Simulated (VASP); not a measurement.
**HfB2: single point with PBEsol**

Crystal: HfB2.

```xyz
3
Lattice="3.1081 0.0000 0.0000 -1.5540 2.6917 0.0000 0.0000 0.0000 3.4203" Properties=species:S:1:pos:R:3 pbc="T T T"
Hf    0.0000    0.0000    0.0000
B     0.0000    1.7944    1.7101
B     1.5540    0.8972    1.7101
```

This cell differs from its parent crystal: volume scaled by 0.980.

| Quantity | Value |
| --- | --- |
| Program | VASP 6.6.1 |
| Task | single point |
| Functional | PBEsol |
| Potentials or basis | VASP PAW PBE potentials, release 64 (Hf_pv, B) |
| Cutoff | 520 eV |
| k mesh | 12 × 12 × 10 |
| Occupations | gaussian, width 0.05 eV |
| Spin | no spin polarisation |
| Dipole correction | no |
| Further INCAR settings | ALGO = Normal; EDIFF = 1e-06; NBANDS = 15 |

- Pressure: 5.5 GPa
- Band gap on the k mesh: zero (band 8 reaches 8.67 eV, above the bottom of band 9 at 7.29 eV)

Stress tensor (GPa, compression positive):
```
5.36 0.00 0.00
0.00 5.36 0.00
0.00 0.00 5.75
```

Levels at points of the mesh, in eV from the Fermi level:
```tsv
k point	band 4	band 5	band 6	band 7	band 8	band 9	band 10	band 11	band 12	band 13
(0.00, 0.00, 0.00)	-14.08	-3.25	-3.16	-3.16	-2.81	4.04	4.04	4.79	4.79	4.97
(0.50, 0.00, 0.00)	-10.11	-9.16	-4.36	-3.61	-3.16	2.11	2.68	5.74	5.78	6.45
(0.00, 0.00, 0.50)	-11.44	-8.66	-1.35	-1.35	0.08	0.08	0.86	0.86	2.30	5.02
(0.50, 0.00, 0.50)	-10.64	-7.64	-5.28	-5.00	-2.72	4.07	4.30	6.37	7.55	7.60
```

Run time: 18 s on 1 thread of Intel(R) Xeon(R) 6975P-C (Granite Rapids) (shared host), peak memory 0.18 GiB.

Caveat: the PAW data sets were made with another functional, which shifts forces and pressure a little; spin-orbit coupling is left out, which moves the levels of the heavy elements.
